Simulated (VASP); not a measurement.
# AgCl in VASP: notebook

AgCl is run at these levels: PBE, HSE06; tasks: single point.

Program: VASP 6.6.1. These are calculated values, not measurements. Logs are shortened: lines on timing, memory, paths and dates and some standing lists are left out, and cuts for length are marked.

### Step 1. The cell of the first run

Symmetry: R-3m, No. 166, trigonal system. The conventional cell has a = 3.922 Å, b = 3.922 Å, c = 10.097 Å, α = 90.00°, β = 90.00°, γ = 120.00°. Within 3.7 Å of Ag (site symmetry -3m) lie 6 Cl at 2.82 Å. Cl (site symmetry -3m) has 6 Ag at 2.82 Å within 3.7 Å.

### Step 2. Single point, PBE (strain along [111] +5.1%)

Input file INCAR:

```
SYSTEM = AgCl
PREC = Accurate
ENCUT = 520
EDIFF = 1E-6
ISMEAR = -1
SIGMA = 0.02
LREAL = .FALSE.
LASPH = .TRUE.
NELM = 100
ALGO = Normal
ISIF = 2
LWAVE = .FALSE.
LCHARG = .FALSE.
GGA = PE
NBANDS = 16
```

Input file KPOINTS:

```
Automatic mesh
0
G
  8 8 8
  0 0 0
```

Input file POSCAR:

```
AgCl
1.0
    0.0944731286      2.8676569428      2.8676569428
    2.8676569428      0.0944731286      2.8676569428
    2.8676569428      2.8676569428      0.0944731286
Ag Cl
1 1
Direct
    0.0000000000      0.0000000000      0.0000000000
    0.5000000000      0.5000000000      0.5000000000
```

Potentials or basis: VASP PAW PBE potentials, release 64 (Ag, Cl).

Launch:

```bash
$ cat potpaw_PBE.64/Ag/POTCAR potpaw_PBE.64/Cl/POTCAR > POTCAR
$ mpirun -np 1 vasp_std > vasp.out
```

OUTCAR:

```text
SYSTEM = AgCl
   PREC = Accurate
   ENCUT = 520
   EDIFF = 1E-6
   ISMEAR = -1
   LREAL = .FALSE.
   LASPH = .TRUE.
   NELM = 100
   ISIF = 2
   GGA = PE

 ion  position               nearest neighbor table
   1  0.000  0.000  0.000-   2 2.82   2 2.82   2 2.82   2 2.82   2 2.82   2 2.82
   2  0.500  0.500  0.500-   1 2.82   1 2.82   1 2.82   1 2.82   1 2.82   1 2.82

  LATTYP: Found a trigonal (rhomboedric) cell.
 ALAT       =     4.0565795759
 COS(alpha) =     0.5326553084

  Lattice vectors:

 A1 = (   0.0944731286,   2.8676569428,   2.8676569428)
 A2 = (   2.8676569428,   0.0944731286,   2.8676569428)
 A3 = (   2.8676569428,   2.8676569428,   0.0944731286)

Analysis of symmetry for initial positions (statically):
=====================================================================
 Subroutine PRICEL returns:
 Original cell was already a primitive cell.

 Routine SETGRP: Setting up the symmetry group for a
 trigonal (rhombohedral) supercell.

 Subroutine GETGRP returns: Found 12 space group operations
 (whereof 12 operations were pure point group operations)
 out of a pool of 12 trial point group operations.

The static configuration has the point symmetry D_3d.

Analysis of symmetry for dynamics (positions and initial velocities):
=====================================================================
 Subroutine PRICEL returns:
 Original cell was already a primitive cell.

 Routine SETGRP: Setting up the symmetry group for a
 trigonal (rhombohedral) supercell.

 Subroutine GETGRP returns: Found 12 space group operations
 (whereof 12 operations were pure point group operations)
 out of a pool of 12 trial point group operations.

The dynamic configuration has the point symmetry D_3d.

 Subroutine INISYM returns: Found 12 space group operations
 (whereof 12 operations are pure point group operations),
 and found     1 'primitive' translations

----------------------------------------------------------------------------------------

                                     Primitive cell

  volume of cell :      44.8343

  direct lattice vectors                    reciprocal lattice vectors
     0.094473129  2.867656943  2.867656943    -0.183219958  0.177376406  0.177376406
     2.867656943  0.094473129  2.867656943     0.177376406 -0.183219958  0.177376406
     2.867656943  2.867656943  0.094473129     0.177376406  0.177376406 -0.183219958

  length of vectors
     4.056579576  4.056579576  4.056579576     0.310635368  0.310635368  0.310635368

  position of ions in fractional coordinates (direct lattice)
     0.000000000  0.000000000  0.000000000
     0.500000000  0.500000000  0.500000000

  ion indices of the primitive-cell ions
   primitive index   ion index
                 1           1
                 2           2

----------------------------------------------------------------------------------------

 KPOINTS: Automatic mesh

Automatic generation of k-mesh.
 Grid dimensions read from file:
 generate k-points for:    8    8    8

 Generating k-lattice:

  Cartesian coordinates                     Fractional coordinates (reciprocal lattice)
    -0.022902495  0.022172051  0.022172051     0.125000000  0.000000000  0.000000000
     0.022172051 -0.022902495  0.022172051     0.000000000  0.125000000  0.000000000
     0.022172051  0.022172051 -0.022902495     0.000000000  0.000000000  0.125000000

  Length of vectors
     0.038829421  0.038829421  0.038829421

  Shift w.r.t. Gamma in fractional coordinates (k-lattice)
     0.000000000  0.000000000  0.000000000

 Subroutine IBZKPT returns following result:
 ===========================================

 Found     65 irreducible k-points:

 Following reciprocal coordinates:
            Coordinates               Weight
  0.000000  0.000000  0.000000      1.000000
  0.125000  0.000000  0.000000      6.000000
  0.250000  0.000000  0.000000      6.000000
  0.375000  0.000000  0.000000      6.000000
  0.500000  0.000000  0.000000      3.000000
  0.125000  0.125000  0.000000      6.000000
[... 16 lines left out ...]
  0.250000  0.125000  0.125000      6.000000
  0.375000  0.125000  0.125000      6.000000
 [... further k-points ...]
   k-points           NKPTS =     65   k-points in BZ     NKDIM =     65   number of bands    NBANDS=     16
   number of dos      NEDOS =    301   number of ions     NIONS =      2
   total plane-waves  NPLWV =  27000
   dimension x,y,z NGX =    30 NGY =   30 NGZ =   30
   dimension x,y,z NGXF=    60 NGYF=   60 NGZF=   60
   ions per type =               1   1
   NGX,Y,Z   is equivalent  to a cutoff of  12.29, 12.29, 12.29 a.u.
   NGXF,Y,Z  is equivalent  to a cutoff of  24.59, 24.59, 24.59 a.u.
 SYSTEM =  AgCl
   PREC   = accura    normal or accurate (medium, high low for compatibility)
   ISTART =      0    job   : 0-new  1-cont  2-samecut
   ICHARG =      2    charge: 1-file 2-atom 10-const
   ISPIN  =      1    spin polarized calculation?
   LNONCOLLINEAR =      F non collinear calculations
   LSORBIT =      F    spin-orbit coupling
   LASPH  =      T    aspherical Exc in radial PAW
   ENCUT  =  520.0 eV  38.22 Ry    6.18 a.u.   7.54  7.54  7.54*2*pi/ulx,y,z
   NELM   =    100;   NELMIN=  2; NELMDL= -5     # of ELM steps
   EDIFF  = 0.1E-05   stopping-criterion for ELM
   LREAL  =      F    real-space projection
[... 7 lines left out ...]
   TEBEG  =    0.0;   TEEND  =   0.0 temperature during run
   PSTRESS=    0.0 pullay stress
   NELECT =      18.0000    total number of electrons
   NUPDOWN=      -1.0000    fix difference up-down
   EMIN   =  10.00;   EMAX   =-10.00  energy-range for DOS
   EFERMI =   0.00;   METHOD = LEGACY
   ISMEAR =    -1;   SIGMA  =   0.02  broadening in eV -4-tet -1-fermi 0-gaus
   EFERMI_NEDOS =   21; number of points for ismear=-14 and -15
   IALGO  =     38    algorithm
   IMIX   =      4    mixing-type and parameters
     AMIX     =   0.40;   BMIX     =  1.00
     AMIX_MAG =   1.60;   BMIX_MAG =  1.00
  volume/ion in A,a.u.               =      22.42       151.28
  Fermi-wavevector in a.u.,A,eV,Ry     =   1.207709  2.282239 19.844930  1.458561
  Thomas-Fermi vector in A             =   2.343339
   LORBIT       =      0    0 simple, 1 ext, 2 COOP (PROOUT), +10 PAW based schemes
   GGA     = PE    functional components
   LHFCALC =     F    Hartree Fock is set to
   AEXX    =    0.0000 exact exchange contribution
   IVDW    =     0    specifies the selected vdW correction
   LEPSILON=     F    determine dielectric tensor
   LRPA    =     F    only Hartree local field effects (RPA)
 non-spin polarized calculation
  energy-cutoff  :      520.00
  volume of cell :       44.83
 maximum number of plane-waves:      1231
   NGX = 15   NGY = 15   NGZ = 15

 number of electron      18.0000000 magnetization

 Free energy of the ion-electron system (eV)
  ---------------------------------------------------
  ext. energy  EPLUGINS =         0.00000000
  ---------------------------------------------------
  free energy    TOTEN  =        -5.39658577 eV

  energy without entropy =       -5.39658577  energy(sigma->0) =       -5.39658577

 E-fermi :   3.7218     XC(G=0):  -9.7076

 val. band max:        3.2358127768   @ k =   0.5000   0.0000   0.0000
 cond. band min:       4.1152965516   @ k =   0.0000   0.0000   0.0000
 fundamental gap:      0.8794837748
 Fermi energy:         3.7217564809

 k-point     1 :       0.0000    0.0000    0.0000
  band No.  band energies     occupation
      1     -11.6184      2.00000
      2       0.9023      2.00000
      3       0.9450      2.00000
      4       0.9504      2.00000
      5       0.9504      2.00000
      6       1.0033      2.00000
[... 8 lines left out ...]
     15      16.2273      0.00000
     16      16.3550      0.00000

 k-point     2 :       0.1250    0.0000    0.0000
  band No.  band energies     occupation
      1     -11.5643      2.00000
      2       0.2658      2.00000
      3       0.3561      2.00000
      4       0.4063      2.00000
      5       0.9668      2.00000
      6       1.0026      2.00000
[... 8 lines left out ...]
     15      15.2381      0.00000
     16      15.7520      0.00000

 k-point     3 :       0.2500    0.0000    0.0000
  band No.  band energies     occupation
      1     -11.4287      2.00000
      2      -0.6182      2.00000
      3      -0.2735      2.00000
      4      -0.1253      2.00000
      5       1.0794      2.00000
      6       1.1235      2.00000
[... 8 lines left out ...]
     15      15.5538      0.00000
     16      15.6638      0.00000

 k-point     4 :       0.3750    0.0000    0.0000
  band No.  band energies     occupation
      1     -11.2855      2.00000
      2      -1.3467      2.00000
      3      -0.6237      2.00000
      4      -0.4668      2.00000
      5       1.1905      2.00000
      6       1.2490      2.00000
[... 8 lines left out ...]
     15      16.1074      0.00000
     16      16.6663      0.00000

 k-point     5 :       0.5000    0.0000    0.0000
  band No.  band energies     occupation
      1     -11.2236      2.00000
      2      -1.6138      2.00000
      3      -0.7435      2.00000
      4      -0.5843      2.00000
      5       1.2364      2.00000
      6       1.3025      2.00000
[... 8 lines left out ...]
     15      16.5344      0.00000
     16      17.3619      0.00000

 k-point     6 :       0.1250    0.1250    0.0000
  band No.  band energies     occupation
      1     -11.5506      2.00000
      2      -0.1513      2.00000
      3       0.5788      2.00000
      4       0.6818      2.00000
      5       0.9047      2.00000
      6       1.0106      2.00000
[... 8 lines left out ...]
     15      16.8837      0.00000
     16      17.0374      0.00000
[... 267 lines left out ...]
 k-point    21 :       0.5000    0.5000    0.0000
  band No.  band energies     occupation
      1     -11.2171      2.00000
      2      -0.7564      2.00000
      3       0.3138      2.00000
      4       0.5135      2.00000
      5       0.6609      2.00000
      6       1.1509      2.00000
[... 8 lines left out ...]
     15      18.2631      0.00000
     16      18.2774      0.00000

 k-point    22 :       0.1250    0.1250    0.1250
  band No.  band energies     occupation
      1     -11.5717      2.00000
      2       0.2005      2.00000
      3       0.4128      2.00000
      4       0.4128      2.00000
      5       1.0187      2.00000
      6       1.0187      2.00000
[... 8 lines left out ...]
     15      15.3544      0.00000
     16      16.0887      0.00000

 k-point    23 :       0.2500    0.1250    0.1250
  band No.  band energies     occupation
      1     -11.4959      2.00000
      2      -0.3992      2.00000
      3      -0.0342      2.00000
      4       0.3558      2.00000
      5       1.0335      2.00000
      6       1.1004      2.00000
[... 8 lines left out ...]
     15      16.0124      0.00000
     16      16.9471      0.00000

 k-point    24 :       0.3750    0.1250    0.1250
  band No.  band energies     occupation
      1     -11.3623      2.00000
      2      -0.9931      2.00000
      3      -0.3781      2.00000
      4      -0.1671      2.00000
      5       1.1340      2.00000
      6       1.1745      2.00000
[... 8 lines left out ...]
     15      16.5352      0.00000
     16      16.7176      0.00000

 [... further k-points ...]

------------------------ aborting loop because EDIFF is reached ----------------------------------------

  FORCE on cell =-STRESS in cart. coord.  units (eV):
  Direction    XX          YY          ZZ          XY          YZ          ZX
  --------------------------------------------------------------------------------------
  -------------------------------------------------------------------------------------
  Total       -0.2152660     -0.2152660     -0.2152660     -0.0659378     -0.0659378     -0.0659378
  in kB       -7.6926516     -7.6926516     -7.6926516     -2.3563245     -2.3563245     -2.3563245
  external PRESSURE =      -7.6926516 kB  Pullay stress =       0.0000000 kB

 VOLUME and BASIS-vectors are now :
 -----------------------------------------------------------------------------
  energy-cutoff  :      520.00
  volume of cell :       44.83
      direct lattice vectors                 reciprocal lattice vectors
     0.094473129  2.867656943  2.867656943    -0.183219958  0.177376406  0.177376406
     2.867656943  0.094473129  2.867656943     0.177376406 -0.183219958  0.177376406
     2.867656943  2.867656943  0.094473129     0.177376406  0.177376406 -0.183219958

 POSITION                                       TOTAL-FORCE (eV/Angst)
 -----------------------------------------------------------------------------------
      0.00000      0.00000      0.00000         0.000000     -0.000000     -0.000000
      2.91489      2.91489      2.91489        -0.000000      0.000000      0.000000
 -----------------------------------------------------------------------------------
    total drift:                               -0.000000      0.000000      0.000000

  FREE ENERGIE OF THE ION-ELECTRON SYSTEM (eV)
  ---------------------------------------------------
  free  energy   TOTEN  =        -5.3965857703 eV

  energy  without entropy=       -5.3965857703  energy(sigma->0) =       -5.39658577
```

It took 17 s on 1 thread of Intel Xeon 6975P-C (Granite Rapids), shared host; peak memory 0.19 GiB.

Results:

| Property | Result |
| --- | --- |
| Free energy | -5.3966 eV |
| Pressure | -0.8 GPa |
| Band gap on the k mesh | 0.88 eV (least direct gap 2.96 eV) |

Caveat: the cell differs from its parent crystal (strain along [111] +5.1%). A k mesh can miss the band edges.

### Step 3. Single point, PBE (uniaxial x strain -2.1%)

Input file INCAR:

```
SYSTEM = AgCl
ALGO = Normal
EDIFF = 1E-6
ENCUT = 520
GGA = PE
ISIF = 2
ISMEAR = -1
LASPH = .TRUE.
LCHARG = .TRUE.
LELF = .TRUE.
LREAL = .FALSE.
LVHAR = .TRUE.
LWAVE = .FALSE.
NBANDS = 16
NELM = 100
PREC = Accurate
SIGMA = 0.02
```

Input file KPOINTS:

```
k-points
0
G
  8 8 8
  0 0 0
```

Input file POSCAR:

```
AgCl
1.0
    0.0000000000      2.7731838142      2.7731838142
    2.7135603622      0.0000000000      2.7731838142
    2.7135603622      2.7731838142      0.0000000000
Ag Cl
1 1
Direct
    0.0000000000      0.0000000000      0.0000000000
    0.5000000000      0.5000000000      0.5000000000
```

Potentials or basis: VASP PAW PBE potentials, release 64 (Ag, Cl).

Launch:

```bash
$ cat potpaw_PBE.64/Ag/POTCAR potpaw_PBE.64/Cl/POTCAR > POTCAR
$ mpirun -np 1 vasp_std > vasp.out
```

Run time: 17 s. Hardware: 1 thread of Intel Xeon 6975P-C (Granite Rapids), shared host; peak memory 0.19 GiB.

The run converged. Its results:

| Property | Result |
| --- | --- |
| Free energy | -5.3811 eV |
| Pressure | 2.7 GPa |
| Band gap on the k mesh | 0.84 eV (least direct gap 3.25 eV) |

Stress tensor (GPa, compression positive):
```
3.12 0.00 0.00
0.00 2.43 0.00
0.00 0.00 2.43
```

Levels at points of the mesh, in eV from the valence-band top:
| k point | band 6 | band 7 | band 8 | band 9 | band 10 | band 11 | band 12 | band 13 |
| --- | --- | --- | --- | --- | --- | --- | --- | --- |
| (0.00, 0.00, 0.00) | -2.55 | -2.53 | -2.46 | -2.46 | 0.84 | 10.76 | 10.76 | 10.82 |
| (0.50, 0.00, 0.00) | -2.21 | -1.89 | -0.14 | 0.00 | 4.11 | 6.59 | 7.45 | 7.68 |
| (0.50, 0.50, 0.00) | -2.37 | -2.09 | -2.08 | -1.99 | 2.29 | 7.97 | 8.56 | 11.44 |
| (0.00, 0.50, 0.50) | -2.34 | -2.09 | -2.09 | -1.98 | 2.27 | 7.83 | 8.78 | 11.45 |

Caveat: the cell differs from its parent crystal (uniaxial x strain -2.1%). A k mesh can miss the band edges.

(Part 1 of 2 ends here.)
